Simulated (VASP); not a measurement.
As, 1 atom in the cell. The structure is cubic, space group Pm-3m (No. 221). The conventional cell has a = 2.819 Å, b = 2.819 Å, c = 2.819 Å, α = 90.00°, β = 90.00°, γ = 90.00°. As (site symmetry m-3m) has 6 As at 2.82 Å within 3.7 Å.  This cell differs from its parent crystal: volume scaled by 1.08.

- Program: VASP 6.6.1
- Task: single point
- Functional: revPBE
- Potentials or basis: VASP PAW PBE potentials, release 64 (As)
- Cutoff: 520 eV
- k mesh: 13 × 13 × 13
- Occupations: fermi-dirac, width 0.1 eV
- Spin: no spin polarisation
- Dipole correction: no
- Further INCAR settings: ALGO = Normal; EDIFF = 1e-07; NBANDS = 8

Potentials or basis: VASP PAW PBE potentials, release 64 (As).

Launch:

```console
$ cat potpaw_PBE.64/As/POTCAR > POTCAR
$ mpirun -np 1 vasp_std > vasp.out
```

Hardware: 1 thread of AMD EPYC 9R45 96-Core Processor (Zen 5) (shared host).

Task: How long does it take, and how much memory?

Result: It took 6.5 s on 1 thread of AMD EPYC 9R45 96-Core Processor (Zen 5), with other jobs on the host, peak memory 0.11 GiB. Counts: scf iterations 11, k points 84.
